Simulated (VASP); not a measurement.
Runs of VASP 6.6.1 on Mg. The structure is that of space group Fm-3m (No. 225), or close to it. The cells are those of the table. This isn't the form of Mg at room conditions, which is hcp.

```csv
task,cell,k mesh,cutoff (eV),gap on the mesh (eV),pressure (GPa),relaxed volume (Å³/atom)
relaxation of cell and atoms,"relaxed from a = 3.167 Å, angles 60.0°, 1 atom",16 × 16 × 16,600,none,0.1,22.61
single point,"a = 2.670 Å, angles 60.0°, 1 atom",8 × 8 × 8,520,none,(b),-
single point,"a = 3.175 Å, angles 60.0°, 1 atom",16 × 16 × 16,520,none,0.0,-
relaxation of cell and atoms,"relaxed from a = 2.670 Å, angles 60.0°, 1 atom",10 × 10 × 10,600,none,-0.1,22.67
single point,"a = 3.167 Å, angles 60.0°, 1 atom",10 × 10 × 10,520,none,(a),-
```

Alike in all rows: level PBEsol; potentials or basis VASP PAW PBE potentials, release 64 (Mg); no spin polarisation; smearing gaussian 0.1 eV.

**Question.** Estimate the missing entries.

**Answer.** (a) 0.3; (b) 53.1.

Caveats: some runs use coarse meshes; the PAW data sets were made with another functional, which shifts forces and pressure a little; the volume moved by over 15 % at a fixed basis, so the end points are rough (at least some runs).

A gap of «none» marks levels without a gap at the run's occupations.
